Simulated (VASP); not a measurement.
# S (Fm-3m) in VASP: notebook

Runs on S. Level: PBE. Tasks: single point.

Program: VASP 6.6.1. These are calculated values, not measurements. Logs are shortened: lines on timing, memory, paths and dates and some standing lists are left out, and cuts for length are marked.

## 1. The cell of the first run

The structure is cubic, space group Fm-3m (No. 225). The conventional cell has a = 3.763 Å, b = 3.763 Å, c = 3.763 Å, α = 90.00°, β = 90.00°, γ = 90.00°. S (site symmetry m-3m) has 12 S at 2.66 Å within 3.5 Å.

This isn't the form of S at room conditions, which is orthorhombic, of S8 rings.

## 2. Single point, PBE

File INCAR:

```
SYSTEM = S
PREC = Accurate
ENCUT = 500
EDIFF = 1E-6
ISMEAR = 0
SIGMA = 0.1
LREAL = .False.
LASPH = .True.
NELM = 120
ALGO = Normal
ISIF = 2
LWAVE = .False.
LCHARG = .False.
GGA = PE
NBANDS = 9
GGA_COMPAT = .False.
```

File KPOINTS:

```
regular mesh
0
Gamma
  18 18 18
  0 0 0
```

File POSCAR:

```
S
1.0
    0.0000000000      1.8813595344      1.8813595344
    1.8813595344      0.0000000000      1.8813595344
    1.8813595344      1.8813595344      0.0000000000
S
1
Direct
    0.0000000000      0.0000000000      0.0000000000
```

Potentials or basis: VASP PAW PBE potentials, release 64 (S).

Launch:

```console
$ cat potpaw_PBE.64/S/POTCAR > POTCAR
$ mpirun -np 1 vasp_std > vasp.out
```

OUTCAR:

```text
SYSTEM = S
   PREC = Accurate
   ENCUT = 500
   EDIFF = 1E-6
   ISMEAR = 0
   LREAL = .False.
   LASPH = .True.
   NELM = 120
   ISIF = 2
   GGA = PE

 ion  position               nearest neighbor table
   1  0.000  0.000  0.000-

  LATTYP: Found a face centered cubic cell.
 ALAT       =     3.7627190688

  Lattice vectors:

 A1 = (   0.0000000000,   1.8813595344,   1.8813595344)
 A2 = (   1.8813595344,   0.0000000000,   1.8813595344)
 A3 = (   1.8813595344,   1.8813595344,   0.0000000000)

Analysis of symmetry for initial positions (statically):
=====================================================================
 Subroutine PRICEL returns:
 Original cell was already a primitive cell.

 Routine SETGRP: Setting up the symmetry group for a
 face centered cubic supercell.

 Subroutine GETGRP returns: Found 48 space group operations
 (whereof 48 operations were pure point group operations)
 out of a pool of 48 trial point group operations.

The static configuration has the point symmetry O_h .

Analysis of symmetry for dynamics (positions and initial velocities):
=====================================================================
 Subroutine PRICEL returns:
 Original cell was already a primitive cell.

 Routine SETGRP: Setting up the symmetry group for a
 face centered cubic supercell.

 Subroutine GETGRP returns: Found 48 space group operations
 (whereof 48 operations were pure point group operations)
 out of a pool of 48 trial point group operations.

The dynamic configuration has the point symmetry O_h .

 Subroutine INISYM returns: Found 48 space group operations
 (whereof 48 operations are pure point group operations),
 and found     1 'primitive' translations

----------------------------------------------------------------------------------------

                                     Primitive cell

  volume of cell :      13.3182

  direct lattice vectors                    reciprocal lattice vectors
     0.000000000  1.881359534  1.881359534    -0.265765257  0.265765257  0.265765257
     1.881359534  0.000000000  1.881359534     0.265765257 -0.265765257  0.265765257
     1.881359534  1.881359534  0.000000000     0.265765257  0.265765257 -0.265765257

  length of vectors
     2.660644169  2.660644169  2.660644169     0.460318928  0.460318928  0.460318928

  position of ions in fractional coordinates (direct lattice)
     0.000000000  0.000000000  0.000000000

  ion indices of the primitive-cell ions
   primitive index   ion index
                 1           1

----------------------------------------------------------------------------------------

 KPOINTS: regular mesh

Automatic generation of k-mesh.
 Grid dimensions read from file:
 generate k-points for:   18   18   18

 Generating k-lattice:

  Cartesian coordinates                     Fractional coordinates (reciprocal lattice)
    -0.014764736  0.014764736  0.014764736     0.055555556  0.000000000  0.000000000
     0.014764736 -0.014764736  0.014764736     0.000000000  0.055555556  0.000000000
     0.014764736  0.014764736 -0.014764736     0.000000000  0.000000000  0.055555556

  Length of vectors
     0.025573274  0.025573274  0.025573274

  Shift w.r.t. Gamma in fractional coordinates (k-lattice)
     0.000000000  0.000000000  0.000000000

 Subroutine IBZKPT returns following result:
 ===========================================

 Found    195 irreducible k-points:

 Following reciprocal coordinates:
            Coordinates               Weight
  0.000000  0.000000  0.000000      1.000000
  0.055556  0.000000  0.000000      8.000000
  0.111111  0.000000  0.000000      8.000000
  0.166667  0.000000  0.000000      8.000000
  0.222222  0.000000  0.000000      8.000000
  0.277778  0.000000  0.000000      8.000000
[... 16 lines left out ...]
 -0.277778  0.055556  0.000000     24.000000
 -0.222222  0.055556  0.000000     24.000000
 [... further k-points ...]
   k-points           NKPTS =    195   k-points in BZ     NKDIM =    195   number of bands    NBANDS=      9
   number of dos      NEDOS =    301   number of ions     NIONS =      1
   total plane-waves  NPLWV =   8000
   dimension x,y,z NGX =    20 NGY =   20 NGZ =   20
   dimension x,y,z NGXF=    40 NGYF=   40 NGZF=   40
   ions per type =               1
   NGX,Y,Z   is equivalent  to a cutoff of  12.50, 12.50, 12.50 a.u.
   NGXF,Y,Z  is equivalent  to a cutoff of  24.99, 24.99, 24.99 a.u.
 SYSTEM =  S
   PREC   = accura    normal or accurate (medium, high low for compatibility)
   ISTART =      0    job   : 0-new  1-cont  2-samecut
   ICHARG =      2    charge: 1-file 2-atom 10-const
   ISPIN  =      1    spin polarized calculation?
   LNONCOLLINEAR =      F non collinear calculations
   LSORBIT =      F    spin-orbit coupling
   LASPH  =      T    aspherical Exc in radial PAW
   ENCUT  =  500.0 eV  36.75 Ry    6.06 a.u.   4.85  4.85  4.85*2*pi/ulx,y,z
   NELM   =    120;   NELMIN=  2; NELMDL= -5     # of ELM steps
   EDIFF  = 0.1E-05   stopping-criterion for ELM
   LREAL  =      F    real-space projection
   EDIFFG = 0.1E-04   stopping-criterion for IOM
   NSW    =      0    number of steps for IOM
   IBRION =     -1    ionic relax: 0-MD 1-quasi-New 2-CG
   NFREE  =      0    steps in history (QN), initial steepest desc. (CG)
   ISIF   =      2    stress and relaxation
   ISYM   =      2    0-nonsym 1-usesym 2-fastsym
   POTIM  = 0.5000    time-step for ionic-motion
   TEBEG  =    0.0;   TEEND  =   0.0 temperature during run
   PSTRESS=    0.0 pullay stress
   NELECT =       6.0000    total number of electrons
   NUPDOWN=      -1.0000    fix difference up-down
   EMIN   =  10.00;   EMAX   =-10.00  energy-range for DOS
   EFERMI =   0.00;   METHOD = LEGACY
   ISMEAR =     0;   SIGMA  =   0.10  broadening in eV -4-tet -1-fermi 0-gaus
   EFERMI_NEDOS =   21; number of points for ismear=-14 and -15
   IALGO  =     38    algorithm
   IMIX   =      4    mixing-type and parameters
     AMIX     =   0.40;   BMIX     =  1.00
     AMIX_MAG =   1.60;   BMIX_MAG =  1.00
  volume/ion in A,a.u.               =      13.32        89.88
  Fermi-wavevector in a.u.,A,eV,Ry     =   1.254999  2.371605 21.429489  1.575023
  Thomas-Fermi vector in A             =   2.388777
   LORBIT       =      0    0 simple, 1 ext, 2 COOP (PROOUT), +10 PAW based schemes
   GGA     = PE    functional components
   LHFCALC =     F    Hartree Fock is set to
   AEXX    =    0.0000 exact exchange contribution
   IVDW    =     0    specifies the selected vdW correction
   LEPSILON=     F    determine dielectric tensor
   LRPA    =     F    only Hartree local field effects (RPA)
 non-spin polarized calculation
 Gauss-broadening in eV      SIGMA  =   0.10
  energy-cutoff  :      500.00
  volume of cell :       13.32
 maximum number of plane-waves:       347
   NGX =  9   NGY =  9   NGZ =  9

 number of electron       6.0000001 magnetization

 Free energy of the ion-electron system (eV)
  ---------------------------------------------------
  ext. energy  EPLUGINS =         0.00000000
  ---------------------------------------------------
  free energy    TOTEN  =        -2.69538733 eV

  energy without entropy =       -2.69186238  energy(sigma->0) =       -2.69362485

 E-fermi :  10.1734     XC(G=0): -12.0193

 val. band max:       10.1694656452   @ k =   0.4444   0.2778   0.0000
 cond. band min:      10.1971410861   @ k =   0.3333   0.2778   0.0556
 fundamental gap:      0.0276754409
 Fermi energy:        10.1733753542

 k-point     1 :       0.0000    0.0000    0.0000
  band No.  band energies     occupation
      1      -8.4790      2.00000
      2      14.3814      0.00000
      3      14.3814      0.00000
      4      14.3814      0.00000
      5      22.3187      0.00000
      6      22.3187      0.00000
      7      22.3187      0.00000
      8      27.5114      0.00000
      9      28.5116      0.00000

 k-point     2 :       0.0556    0.0000    0.0000
  band No.  band energies     occupation
      1      -8.3922      2.00000
      2      13.8376      0.00000
      3      14.2998      0.00000
      4      14.2998      0.00000
      5      22.2281      0.00000
      6      22.4863      0.00000
      7      22.4863      0.00000
      8      27.7482      0.00000
      9      28.2238      0.00000

 k-point     3 :       0.1111    0.0000    0.0000
  band No.  band energies     occupation
      1      -8.1329      2.00000
      2      12.4456      0.00000
      3      14.0834      0.00000
      4      14.0834      0.00000
      5      21.9595      0.00000
      6      22.9082      0.00000
      7      22.9082      0.00000
      8      27.6059      0.00000
      9      27.6059      0.00000

 k-point     4 :       0.1667    0.0000    0.0000
  band No.  band energies     occupation
      1      -7.7036      2.00000
      2      10.6146      0.00000
      3      13.7940      0.00000
      4      13.7940      0.00000
      5      21.5856      0.00000
      6      23.3093      0.00000
      7      23.3093      0.00000
      8      27.1782      0.00000
      9      27.1782      0.00000
[... 205 lines left out ...]
 k-point    22 :      -0.3333    0.0556    0.0000
  band No.  band energies     occupation
      1      -5.0909      2.00000
      2       4.2072      2.00000
      3      12.1267      0.00000
      4      13.1246      0.00000
      5      20.9100      0.00000
      6      22.0676      0.00000
      7      22.0700      0.00000
      8      29.1635      0.00000
      9      29.4876      0.00000

 k-point    23 :      -0.2778    0.0556    0.0000
  band No.  band energies     occupation
      1      -6.0067      2.00000
      2       6.0451      2.00000
      3      12.2741      0.00000
      4      13.4210      0.00000
      5      21.1126      0.00000
      6      22.5273      0.00000
      7      22.6978      0.00000
      8      27.9163      0.00000
      9      28.7869      0.00000

 k-point    24 :      -0.2222    0.0556    0.0000
  band No.  band energies     occupation
      1      -6.8014      2.00000
      2       8.0017      2.00000
      3      12.5147      0.00000
      4      13.7338      0.00000
      5      21.3599      0.00000
      6      23.0161      0.00000
      7      23.3140      0.00000
      8      26.6813      0.00000
      9      27.8592      0.00000

 [... further k-points ...]
[... 5 lines left out ...]
  --------------------------------------------------------------------------------------
  -------------------------------------------------------------------------------------
  Total        1.6375412      1.6375412      1.6375412     -0.0000000     -0.0000000      0.0000000
  in kB      196.9960125    196.9960125    196.9960125     -0.0000000     -0.0000000      0.0000000
  external PRESSURE =     196.9960125 kB  Pullay stress =       0.0000000 kB

 VOLUME and BASIS-vectors are now :
 -----------------------------------------------------------------------------
  energy-cutoff  :      500.00
  volume of cell :       13.32
      direct lattice vectors                 reciprocal lattice vectors
     0.000000000  1.881359534  1.881359534    -0.265765257  0.265765257  0.265765257
     1.881359534  0.000000000  1.881359534     0.265765257 -0.265765257  0.265765257
     1.881359534  1.881359534  0.000000000     0.265765257  0.265765257 -0.265765257

 POSITION                                       TOTAL-FORCE (eV/Angst)
 -----------------------------------------------------------------------------------
      0.00000      0.00000      0.00000        -0.000000     -0.000000      0.000000
 -----------------------------------------------------------------------------------
    total drift:                               -0.000000      0.000000     -0.000000

  FREE ENERGIE OF THE ION-ELECTRON SYSTEM (eV)
  ---------------------------------------------------
  free  energy   TOTEN  =        -2.6953873303 eV

  energy  without entropy=       -2.6918623754  energy(sigma->0) =       -2.69362485
```

Run time: 9.7 s. Hardware: 1 thread of Intel Xeon Platinum 8488C (Sapphire Rapids), shared host; peak memory 0.13 GiB.

Results:

```yaml
Free_energy: -2.6954 eV
Pressure: 19.7 GPa
Band_gap_on_the_k_mesh: zero (bands 3 and 4 overlap by 7.58 eV)
```

Levels at points of the mesh, in eV from the Fermi level:
```
           k point  band 1  band 2  band 3  band 4  band 5  band 6  band 7  band 8
(0.00, 0.00, 0.00)  -18.65    4.21    4.21    4.21   12.15   12.15   12.15   17.34
(0.50, 0.00, 0.00)  -13.35   -9.09    2.53    2.53   10.11   11.24   11.24   17.78
(0.50, 0.50, 0.00)  -11.10   -7.87   -1.00   -1.00    4.93    5.03   23.55   25.13
```

Caveat: the cell stands under pressure.

(Continued in part 2 of 3.)

The gap in the log of VASP goes by the Fermi energy; the results here count the filled bands.